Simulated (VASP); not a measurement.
ZnO: single point with r2SCAN

The system is ZnO.

```
Zn O
1.0
     3.23735    0.00000    0.00000
    -1.61868    2.80363    0.00000
     0.00000    0.00000    5.22206
Zn O
2 2
Direct
  0.66667 0.33333 0.50059
  0.33333 0.66667 0.00059
  0.66667 0.33333 0.87972
  0.33333 0.66667 0.37972
```

```
Program             : VASP 6.6.1
Task                : single point
Functional          : r2SCAN
Potentials or basis : VASP PAW PBE potentials, release 64 (Zn, O)
Cutoff              : 520 eV
k mesh              : 12 × 12 × 7
Occupations         : fermi-dirac, width 0.01 eV
Spin                : no spin polarisation
```

```
Pressure               : 0.5 GPa
Largest force          : 0.019 eV/Å
Band gap on the k mesh : 1.23 eV, direct
```

Forces on the atoms (eV/Å):
```
Zn   0.000  0.000 -0.019
Zn   0.000  0.000 -0.019
O    0.000  0.000  0.019
O    0.000  0.000  0.019
```

Levels at points of the mesh, in eV from the valence-band top:
| k point | band 14 | band 15 | band 16 | band 17 | band 18 | band 19 | band 20 | band 21 | band 22 | band 23 |
| --- | --- | --- | --- | --- | --- | --- | --- | --- | --- | --- |
| (0.00, 0.00, 0.00) | -0.81 | -0.81 | -0.09 | 0.00 | 0.00 | 1.23 | 5.87 | 8.81 | 13.73 | 13.73 |
| (0.50, 0.00, 0.00) | -3.58 | -2.86 | -2.32 | -1.31 | -0.86 | 6.42 | 7.36 | 8.07 | 9.31 | 11.36 |

It took 2 min on 1 thread of Intel(R) Xeon(R) 6975P-C (Granite Rapids), with other jobs on the host, peak memory 0.21 GiB.

Caveat: the PAW data sets were made with another functional, which shifts forces and pressure a little. r2SCAN opens gaps a little over a GGA but as a rule still falls short of measured ones.
